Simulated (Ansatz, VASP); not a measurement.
**Sr: VASP beside Ansatz**

```
Sr
1.0
    -2.47256    2.47256    2.47256
     2.47256   -2.47256    2.47256
     2.47256    2.47256   -2.47256
Sr
1
Direct
  0.00000 0.00000 0.00000
```

Change from the starting cell: volume scaled by 1.06.

Alike in both runs: task single point; functional PBE; k mesh 12 × 12 × 12; occupations fermi-dirac, width 0.05 eV; no spin polarisation.

|  | VASP | Ansatz |
| --- | --- | --- |
| version | VASP 6.6.1 | Ansatz 0.2.0 |
| potentials or method | VASP PAW PBE potentials, release 64 (Sr_sv), cutoff 520 eV | all-electron LAPW, scalar-relativistic |

```csv
,VASP,Ansatz,Ansatz less VASP
pressure (GPa),-1.1,-1.1,0.00
```

Ansatz ran all-electron here, and VASP with PAW potentials.
